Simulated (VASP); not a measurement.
A run of VASP 6.6.1 is set up as follows.

The input POSCAR:

```
BeTe
1.0
    2.8284062986      2.8284062986      0.0000000000
   -2.8284062986      2.8284062986      0.0000000000
    0.0000000000      2.8284062986      2.8284062986
Be Te
1 1
Direct
    0.0000000000      0.0000000000      0.0000000000
    0.7500000000      0.2500000000      0.5000000000
```

INCAR.step1

```
ALGO = Normal
EDIFF = 1E-4
ENCUT = 600
GGA = PE
ISMEAR = 0
LASPH = T
LCHARG = F
LREAL = F
LWAVE = T
NELM = 80
PREC = Accurate
SIGMA = 0.01
```

INCAR.step2

```
ALGO = Normal
EDIFF = 1E-6
EDIFFG = -0.002
ENCUT = 600
IBRION = 2
ISIF = 3
ISMEAR = 0
ISTART = 1
LASPH = T
LCHARG = F
LMIXTAU = T
LREAL = F
LWAVE = F
METAGGA = R2SCAN
NELM = 80
NSW = 100
PREC = Accurate
PSTRESS = -20.0
SIGMA = 0.01
```

File KPOINTS:

```
k-points
0
Gamma
  8 8 8
```

Potentials or basis: VASP PAW PBE potentials, release 64 (Be, Te).

The run is started by

```sh
$ cat potpaw_PBE.64/Be/POTCAR potpaw_PBE.64/Te/POTCAR > POTCAR
$ cp INCAR.step1 INCAR
$ mpirun -np 1 vasp_std > vasp.out
$ cp INCAR.step2 INCAR
$ mpirun -np 1 vasp_std > vasp.out
```

Problem. Predict the relaxed volume.

Solution. 23.52 Å³/atom.

Problem. Predict the relaxed cell.

Solution. a = 4.052 Å, b = 4.052 Å, c = 4.052 Å, α = 60.00°, β = 60.00°, γ = 90.00°.

Problem. Estimate the space group after relaxing (to 0.05 Å).

Solution. F-43m (No. 216).

Problem. Estimate the band gap on the k mesh.

Solution. 2.46 eV, indirect (least direct gap 4.07 eV).

The path:
```csv
step,energy change (eV),largest force (eV/Å),pressure (GPa),volume (Å³)
1,0.0000,0.0000,0.17,45.25
2,0.0138,0.0000,-2.26,47.29
3,0.0106,0.0000,-2.00,47.05
```

Caveat: the cell is relaxed towards a set pressure, so the enthalpy falls and the energy may rise; the PAW data sets were made with another functional, which shifts forces and pressure a little; spin-orbit coupling is left out, which moves the levels of the heavy elements. r2SCAN opens gaps a little over a GGA but as a rule still falls short of measured ones.
